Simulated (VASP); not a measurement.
Crystal: NbAs.

```xyz
4
Lattice="-1.7259 1.7259 5.8400 1.7259 -1.7259 5.8400 1.7259 1.7259 -5.8400" Properties=species:S:1:pos:R:3 pbc="T T T"
Nb    0.0000    1.7259    0.0000
Nb    0.0000    0.0000    8.7600
As    0.0000    1.7259    4.8589
As    0.0000    0.0000    1.9389
```

```yaml
Program: VASP 6.6.1
Task: relaxation of cell and atoms
Functional: PBEsol
Dispersion: D3(BJ)
Potentials_or_basis: VASP PAW PBE potentials, release 64 (Nb_sv, As)
Cutoff: 600 eV
k_mesh: 11 × 11 × 11
Occupations: fermi-dirac, width 0.05 eV
Spin: no spin polarisation
```

At the start: pressure -7.9 GPa; volume 17.39 Å³/atom.

Task: Where does the relaxation end?

Result: Over 10 steps the energy falls by 22.7 meV/atom and the volume is 16.60 Å³/atom (-4.6 %); space group I4_1md (No. 109, to 0.1 Å) before and after.

The path:
| step | energy change (eV) | largest force (eV/Å) | pressure (GPa) | volume (Å³) |
| --- | --- | --- | --- | --- |
| 1 | 0.0000 | 0.2897 | -7.90 | 69.58 |
| 2 | 0.2026 | 0.0062 | 18.98 | 61.30 |
| 3 | -0.0834 | 0.2178 | -0.05 | 66.53 |
| 4 | -0.0834 | 0.2153 | 0.20 | 66.45 |
| 5 | -0.0890 | 0.0162 | 0.03 | 66.46 |
| 6 | -0.0893 | 0.0398 | -0.02 | 66.46 |
| 7 | -0.0907 | 0.0007 | -0.13 | 66.44 |
| 8 | -0.0907 | 0.0017 | -0.13 | 66.44 |
| 9 | -0.0906 | 0.0029 | 0.22 | 66.32 |
| 10 | -0.0907 | 0.0022 | 0.00 | 66.40 |

Final structure:
```cif
data_structure
_symmetry_space_group_name_H-M 'P 1'
_symmetry_Int_Tables_number 1
_cell_length_a 6.1963
_cell_length_b 6.1963
_cell_length_c 6.1963
_cell_angle_alpha 148.049
_cell_angle_beta 148.049
_cell_angle_gamma 45.813
_cell_volume 66.40
loop_
_atom_site_label
_atom_site_type_symbol
_atom_site_fract_x
_atom_site_fract_y
_atom_site_fract_z
_atom_site_occupancy
Nb1 Nb 0.49845 0.99845 0.50000 1
Nb2 Nb 0.74845 0.74845 0.00000 1
As1 As 0.91755 0.41755 0.50000 1
As2 As 0.16755 0.16755 0.00000 1
```

Caveat: the PAW data sets were made with another functional, which shifts forces and pressure a little.
